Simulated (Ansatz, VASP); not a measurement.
One calculation of CoO, two programs

```
CELL_PARAMETERS angstrom
3.19765 0.00000 0.00000
-1.59882 2.76924 0.00000
0.00000 0.00000 5.22871
ATOMIC_POSITIONS crystal
Co 0.00000 0.00000 0.00347
Co 0.33333 0.66667 0.50336
O 0.00000 0.00000 0.37161
O 0.33333 0.66667 0.87156
```

Alike in both runs: task single point; functional PBE; k mesh 12 × 12 × 6; occupations gaussian, width 0.02 eV; collinear spin; Hubbard terms Co d U = 3.32 eV.

```csv
,VASP,Ansatz
version,VASP 6.6.1,Ansatz 0.2.0
potentials or method,"VASP PAW PBE potentials, release 64 (Co, O), cutoff 520 eV","scalar-relativistic, plane waves, PAW"
valence electrons in the cell,30,46
```

```tsv
	VASP	Ansatz	Ansatz less VASP
gap on the k mesh at the Fermi level (eV)	1.21	1.13	-0.081
least direct gap on the mesh (eV)	1.31	1.23	-0.079
pressure (GPa)	7.6	9.7	+2.16
traceless stress, the component that is largest in VASP (GPa)	0.22	0.42	+0.194
rms of the force components (eV/Å)	0.078	0.071	-0.0066
net moment per atom (μB)	0.00	0.00	0.000
size of the moment on the site where the two differ most (μB)	2.62	2.37	-0.256
```

Site moments also hang on the region over which each program counts them. The programs project onto different local orbitals, so the same U acts differently, and such runs can settle in different states. Atom by atom the forces differ by 0.007 eV/Å (rms over components). VASP's potentials hold 30 valence electrons a cell and Ansatz's 46, so a difference there can come from the potentials and not from the codes.
